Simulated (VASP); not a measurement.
# InP (F-43m) in VASP: a series of runs, part 2 of 2

VASP 6.6.1.

**5. Single point, PBE (volume scaled by 1.03)**

Input file INCAR:

```
  ALGO = Normal
  EDIFF = 1E-6
  ENCUT = 520
  GGA = PE
  ISIF = 2
  ISMEAR = 0
  LASPH = True
  LCHARG = False
  LREAL = False
  LWAVE = False
  NBANDS = 16
  NELM = 100
  PREC = Accurate
  SIGMA = 0.02
```

Input file KPOINTS:

```
k-points
0
Gamma
  10 10 10
```

Input file POSCAR:

```
InP
1.0
    0.0000000000      3.0095414190      3.0095414190
    3.0095414190      0.0000000000      3.0095414190
    3.0095414190      3.0095414190      0.0000000000
In P
1 1
Direct
    0.0000000000      0.0000000000      0.0000000000
    0.2500000000      0.2500000000      0.2500000000
```

Potentials or basis: VASP PAW PBE potentials, release 64 (In_d, P).

Started as:

```
$ cat potpaw_PBE.64/In_d/POTCAR potpaw_PBE.64/P/POTCAR > POTCAR
$ mpirun -np 1 vasp_std > vasp.out
```

OUTCAR:

```text
EDIFF = 1E-6
   ENCUT = 520
   GGA = PE
   ISIF = 2
   ISMEAR = 0
   LASPH = True
   LREAL = False
   NELM = 100
   PREC = Accurate

 ion  position               nearest neighbor table
   1  0.000  0.000  0.000-   2 2.61   2 2.61   2 2.61   2 2.61
   2  0.250  0.250  0.250-   1 2.61   1 2.61   1 2.61   1 2.61

  LATTYP: Found a face centered cubic cell.
 ALAT       =     6.0190828380

  Lattice vectors:

 A1 = (   0.0000000000,   3.0095414190,   3.0095414190)
 A2 = (   3.0095414190,   0.0000000000,   3.0095414190)
 A3 = (   3.0095414190,   3.0095414190,   0.0000000000)

Analysis of symmetry for initial positions (statically):
=====================================================================
 Subroutine PRICEL returns:
 Original cell was already a primitive cell.

 Routine SETGRP: Setting up the symmetry group for a
 face centered cubic supercell.

 Subroutine GETGRP returns: Found 24 space group operations
 (whereof 24 operations were pure point group operations)
 out of a pool of 48 trial point group operations.

The static configuration has the point symmetry T_d .

Analysis of symmetry for dynamics (positions and initial velocities):
=====================================================================
 Subroutine PRICEL returns:
 Original cell was already a primitive cell.

 Routine SETGRP: Setting up the symmetry group for a
 face centered cubic supercell.

 Subroutine GETGRP returns: Found 24 space group operations
 (whereof 24 operations were pure point group operations)
 out of a pool of 48 trial point group operations.

The dynamic configuration has the point symmetry T_d .

 Subroutine INISYM returns: Found 24 space group operations
 (whereof 24 operations are pure point group operations),
 and found     1 'primitive' translations

----------------------------------------------------------------------------------------

                                     Primitive cell

  volume of cell :      54.5169

  direct lattice vectors                    reciprocal lattice vectors
     0.000000000  3.009541419  3.009541419    -0.166138268  0.166138268  0.166138268
     3.009541419  0.000000000  3.009541419     0.166138268 -0.166138268  0.166138268
     3.009541419  3.009541419  0.000000000     0.166138268  0.166138268 -0.166138268

  length of vectors
     4.256134291  4.256134291  4.256134291     0.287759922  0.287759922  0.287759922

  position of ions in fractional coordinates (direct lattice)
     0.000000000  0.000000000  0.000000000
     0.250000000  0.250000000  0.250000000

  ion indices of the primitive-cell ions
   primitive index   ion index
                 1           1
                 2           2

----------------------------------------------------------------------------------------

 KPOINTS: k-points

Automatic generation of k-mesh.
 Grid dimensions read from file:
 generate k-points for:   10   10   10

 Generating k-lattice:

  Cartesian coordinates                     Fractional coordinates (reciprocal lattice)
    -0.016613827  0.016613827  0.016613827     0.100000000  0.000000000  0.000000000
     0.016613827 -0.016613827  0.016613827     0.000000000  0.100000000  0.000000000
     0.016613827  0.016613827 -0.016613827     0.000000000  0.000000000  0.100000000

  Length of vectors
     0.028775992  0.028775992  0.028775992

  Shift w.r.t. Gamma in fractional coordinates (k-lattice)
     0.000000000  0.000000000  0.000000000

 Subroutine IBZKPT returns following result:
 ===========================================

 Found     47 irreducible k-points:

 Following reciprocal coordinates:
            Coordinates               Weight
  0.000000  0.000000  0.000000      1.000000
  0.100000  0.000000  0.000000      8.000000
  0.200000  0.000000  0.000000      8.000000
  0.300000  0.000000  0.000000      8.000000
  0.400000  0.000000  0.000000      8.000000
  0.500000  0.000000  0.000000      4.000000
[... 16 lines left out ...]
  0.300000  0.300000  0.000000      6.000000
  0.400000  0.300000  0.000000     24.000000
 [... further k-points ...]
   k-points           NKPTS =     47   k-points in BZ     NKDIM =     47   number of bands    NBANDS=     16
   number of dos      NEDOS =    301   number of ions     NIONS =      2
   total plane-waves  NPLWV =  32768
   dimension x,y,z NGX =    32 NGY =   32 NGZ =   32
   dimension x,y,z NGXF=    64 NGYF=   64 NGZF=   64
   ions per type =               1   1
   NGX,Y,Z   is equivalent  to a cutoff of  12.50, 12.50, 12.50 a.u.
   NGXF,Y,Z  is equivalent  to a cutoff of  25.00, 25.00, 25.00 a.u.
 SYSTEM =  unknown system
   PREC   = accura    normal or accurate (medium, high low for compatibility)
   ISTART =      0    job   : 0-new  1-cont  2-samecut
   ICHARG =      2    charge: 1-file 2-atom 10-const
   ISPIN  =      1    spin polarized calculation?
   LNONCOLLINEAR =      F non collinear calculations
   LSORBIT =      F    spin-orbit coupling
   LASPH  =      T    aspherical Exc in radial PAW
   ENCUT  =  520.0 eV  38.22 Ry    6.18 a.u.   7.91  7.91  7.91*2*pi/ulx,y,z
   NELM   =    100;   NELMIN=  2; NELMDL= -5     # of ELM steps
   EDIFF  = 0.1E-05   stopping-criterion for ELM
   LREAL  =      F    real-space projection
   EDIFFG = 0.1E-04   stopping-criterion for IOM
   NSW    =      0    number of steps for IOM
   IBRION =     -1    ionic relax: 0-MD 1-quasi-New 2-CG
   NFREE  =      0    steps in history (QN), initial steepest desc. (CG)
   ISIF   =      2    stress and relaxation
   ISYM   =      2    0-nonsym 1-usesym 2-fastsym
   POTIM  = 0.5000    time-step for ionic-motion
   TEBEG  =    0.0;   TEEND  =   0.0 temperature during run
   PSTRESS=    0.0 pullay stress
   NELECT =      18.0000    total number of electrons
   NUPDOWN=      -1.0000    fix difference up-down
   EMIN   =  10.00;   EMAX   =-10.00  energy-range for DOS
   EFERMI =   0.00;   METHOD = LEGACY
   ISMEAR =     0;   SIGMA  =   0.02  broadening in eV -4-tet -1-fermi 0-gaus
   EFERMI_NEDOS =   21; number of points for ismear=-14 and -15
   IALGO  =     38    algorithm
   IMIX   =      4    mixing-type and parameters
     AMIX     =   0.40;   BMIX     =  1.00
     AMIX_MAG =   1.60;   BMIX_MAG =  1.00
  volume/ion in A,a.u.               =      27.26       183.95
  Fermi-wavevector in a.u.,A,eV,Ry     =   1.131502  2.138229 17.419497  1.280297
  Thomas-Fermi vector in A             =   2.268201
   LORBIT       =      0    0 simple, 1 ext, 2 COOP (PROOUT), +10 PAW based schemes
   GGA     = PE    functional components
   LHFCALC =     F    Hartree Fock is set to
   AEXX    =    0.0000 exact exchange contribution
   IVDW    =     0    specifies the selected vdW correction
   LEPSILON=     F    determine dielectric tensor
   LRPA    =     F    only Hartree local field effects (RPA)
 non-spin polarized calculation
 Gauss-broadening in eV      SIGMA  =   0.02
  energy-cutoff  :      520.00
  volume of cell :       54.52
 maximum number of plane-waves:      1479
   NGX = 15   NGY = 15   NGZ = 15

 number of electron      17.9999994 magnetization

 Free energy of the ion-electron system (eV)
  ---------------------------------------------------
  ext. energy  EPLUGINS =         0.00000000
  ---------------------------------------------------
  free energy    TOTEN  =        -8.39944223 eV

  energy without entropy =       -8.39944223  energy(sigma->0) =       -8.39944223

 E-fermi :   4.4564     XC(G=0):  -8.9341

 val. band max:        4.3533045851   @ k =   0.0000   0.0000   0.0000
 cond. band min:       4.6297611685   @ k =   0.0000   0.0000   0.0000
 fundamental gap:      0.2764565834
 Fermi energy:         4.4564247053

 k-point     1 :       0.0000    0.0000    0.0000
  band No.  band energies     occupation
      1      -9.6965      2.00000
      2      -9.6965      2.00000
      3      -9.6965      2.00000
      4      -9.5805      2.00000
      5      -9.5805      2.00000
      6      -6.6475      2.00000
[... 8 lines left out ...]
     15      13.6727      0.00000
     16      13.6727      0.00000

 k-point     2 :       0.1000    0.0000    0.0000
  band No.  band energies     occupation
      1      -9.7051      2.00000
      2      -9.6928      2.00000
      3      -9.6928      2.00000
      4      -9.5805      2.00000
      5      -9.5805      2.00000
      6      -6.5467      2.00000
[... 8 lines left out ...]
     15      13.2229      0.00000
     16      13.2229      0.00000
[... 387 lines left out ...]
      5      -9.5633      2.00000
      6      -5.5508      2.00000
[... 8 lines left out ...]
     15      14.4404      0.00000
     16      16.7272      0.00000

 k-point    24 :       0.4000    0.3000    0.0000
  band No.  band energies     occupation
      1      -9.8076      2.00000
      2      -9.6387      2.00000
      3      -9.6363      2.00000
      4      -9.6054      2.00000
      5      -9.5605      2.00000
      6      -5.1928      2.00000
[... 8 lines left out ...]
     15      14.8327      0.00000
     16      16.5942      0.00000

 [... further k-points ...]
[... 5 lines left out ...]
  --------------------------------------------------------------------------------------
  -------------------------------------------------------------------------------------
  Total       -0.5789177     -0.5789177     -0.5789177      0.0000000      0.0000000      0.0000000
  in kB      -17.0136083    -17.0136083    -17.0136083      0.0000000      0.0000000      0.0000000
  external PRESSURE =     -17.0136083 kB  Pullay stress =       0.0000000 kB

 VOLUME and BASIS-vectors are now :
 -----------------------------------------------------------------------------
  energy-cutoff  :      520.00
  volume of cell :       54.52
      direct lattice vectors                 reciprocal lattice vectors
     0.000000000  3.009541419  3.009541419    -0.166138268  0.166138268  0.166138268
     3.009541419  0.000000000  3.009541419     0.166138268 -0.166138268  0.166138268
     3.009541419  3.009541419  0.000000000     0.166138268  0.166138268 -0.166138268

 POSITION                                       TOTAL-FORCE (eV/Angst)
 -----------------------------------------------------------------------------------
      0.00000      0.00000      0.00000        -0.000000     -0.000000     -0.000000
      1.50477      1.50477      1.50477         0.000000      0.000000      0.000000
 -----------------------------------------------------------------------------------
    total drift:                               -0.000000     -0.000000     -0.000000

  FREE ENERGIE OF THE ION-ELECTRON SYSTEM (eV)
  ---------------------------------------------------
  free  energy   TOTEN  =        -8.3994422309 eV

  energy  without entropy=       -8.3994422309  energy(sigma->0) =       -8.39944223
```

stdout:

```text
POSCAR found type information on POSCAR InP
 POSCAR found :  2 types and       2 ions
 scaLAPACK will be used
 LDA part: xc-table for (Slater+PW92), standard interpolation
 POSCAR, INCAR and KPOINTS ok, starting setup
 FFT: planning ... GRIDC
 FFT: planning ... GRID_SOFT
 FFT: planning ... GRID
 WAVECAR not read
 entering main loop
```

Run time: 49 s. Hardware: 1 thread of Intel Xeon 8259CL, shared host; peak memory 0.19 GiB.

Results:

| Quantity | Value |
| --- | --- |
| Free energy | -8.3994 eV |
| Pressure | -1.7 GPa |
| Band gap on the k mesh | 0.28 eV, direct |

Caveat: spin-orbit coupling is left out, which moves the levels of the heavy elements.

**6. Summary**

| task | cell | cutoff (eV) | smearing | gap on the mesh (eV) | pressure (GPa) |
| --- | --- | --- | --- | --- | --- |
| relaxation of cell and atoms | relaxed to 3 GPa from a = 4.214 Å, angles 60.0°, 2 atoms | 600 | gaussian 0.01 eV | 0.69 | 3.0 |
| single point | a = 4.128 Å, angles 60.0°, 2 atoms | 520 | gaussian 0.02 eV | 0.78 | 4.2 |
| single point | a = 4.172 Å, angles 60.0°, 2 atoms | 520 | gaussian 0.02 eV | 0.60 | 1.9 |
| single point | a = 4.256 Å, angles 60.0°, 2 atoms | 520 | gaussian 0.02 eV | 0.28 | -1.7 |

Alike in all rows: level PBE; potentials or basis VASP PAW PBE potentials, release 64 (In_d, P); no spin polarisation; k mesh 10 × 10 × 10.

Caveats: spin-orbit coupling is left out, which moves the levels of the heavy elements; the cell is relaxed towards a set pressure, so the enthalpy falls and the energy may rise (some runs).

Total energies depend on the potentials used, so only differences within one code and one set of settings carry meaning.
